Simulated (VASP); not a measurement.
## Ir: single point with PBE

Crystal: Ir.

```
CELL_PARAMETERS angstrom
2.75138 0.00000 0.00000
-1.37569 2.38276 0.00000
0.00000 0.00000 4.46229
ATOMIC_POSITIONS crystal
Ir 0.33333 0.66667 0.25000
Ir 0.66667 0.33333 0.75000
```

This isn't the form of Ir at room conditions, which is fcc.

```json
{
 "Program": "VASP 6.6.1",
 "Task": "single point",
 "Functional": "PBE",
 "Potentials or basis": "VASP PAW PBE potentials, release 64 (Ir_sv_GW)",
 "Cutoff": "560 eV",
 "k mesh": "8 × 8 × 5",
 "Occupations": "fermi-dirac, width 0.05 eV",
 "Spin": "non-collinear spin, zero start, spin-orbit coupling",
 "Starting moments": "[[0.0, 0.0, 0.0], [0.0, 0.0, 0.0]] μB",
 "Dipole correction": "no",
 "Further INCAR settings": "ALGO = Normal; EDIFF = 1e-06; NBANDS = 46"
}
```

```
Pressure                                              : -0.4 GPa
Net moment                                            : 0.00 μB per cell
Valence electrons inside the program's atomic spheres : Ir 16.22
```

Stress tensor (GPa, compression positive):
```
-0.47  0.00  0.00
 0.00 -0.47  0.00
 0.00  0.00 -0.37
```

Moments on the atoms (μB; x, y, z):
```
Ir  0.00 0.00 0.00
Ir  0.00 0.00 0.00
```

Run time: 94 s on 1 thread of Intel(R) Xeon(R) Platinum 8375C CPU @ 2.90GHz (Ice Lake), with other jobs on the host, peak memory 0.27 GiB.
